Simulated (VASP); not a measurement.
Write the native input for VASP 6.6.1 that does the following.

```yaml
Task: electric field gradients
Functional: LDA
Potentials_or_basis: VASP PAW LDA potentials, release 64 (Ba_sv, Ti_sv, O)
Cutoff: 520 eV
k_mesh: 8 × 8 × 8
Occupations: fermi-dirac, width 0.05 eV
Spin: no spin polarisation
Dipole_correction: no
Further_INCAR_settings: ALGO = Normal; EDIFF = 1e-08; NBANDS = 28
```

The structure of BaTiO3 lies in POSCAR:

```
BaTiO3
1.0
    4.0073000000      0.0400730000      0.0400730000
    0.0400730000      4.0073000000      0.0400730000
    0.0400730000      0.0400730000      4.0073000000
Ba Ti O
1 1 3
Direct
    0.5000000000      0.5000000000      0.5000000000
    0.0000000000      0.0000000000      0.0000000000
    0.5000000000      0.0000000000      0.0000000000
    0.0000000000      0.5000000000      0.0000000000
    0.0000000000      0.0000000000      0.5000000000
```

This cell differs from its parent crystal: equal xy, yz and zx shear strains of +2 %.

The input as run:

INCAR

```
SYSTEM = BaTiO3
  PREC = Accurate
  ENCUT = 520
  EDIFF = 1E-8
  ISMEAR = -1
  SIGMA = 0.05
  LREAL = .FALSE.
  LASPH = .TRUE.
  NELM = 100
  ALGO = Normal
  ISIF = 2
  LWAVE = .FALSE.
  LCHARG = .FALSE.
  LEFG = .TRUE.
  NBANDS = 28
```

KPOINTS

```
regular mesh
0
G
  8 8 8
  0 0 0
```

Potentials or basis: VASP PAW LDA potentials, release 64 (Ba_sv, Ti_sv, O).

The run is started by

```bash
$ cat potpaw_LDA.64/Ba_sv/POTCAR potpaw_LDA.64/Ti_sv/POTCAR potpaw_LDA.64/O/POTCAR > POTCAR
$ mpirun -np 1 vasp_std > vasp.out
```

Results of the run:

| Quantity | Value |
| --- | --- |
| Pressure | -7.3 GPa |
| Band gap on the k mesh | 1.59 eV (least direct gap 1.69 eV) |
| Largest electric field gradient by atom | Ba +29.0; Ti -7.4; O +22.2 V/Å² |

Caveat: the cell differs from its parent crystal (equal xy, yz and zx shear strains of +2 %); the cell stands under tension; without QUAD_EFG the Cq values of the log hold for a quadrupole moment of 1 mb, not for the nuclei; spin-orbit coupling is left out, which moves the levels of the heavy elements.

Run time: 62 s on 1 thread of Intel(R) Xeon(R) Platinum 8559C (Emerald Rapids), with other jobs on the host, peak memory 0.23 GiB.
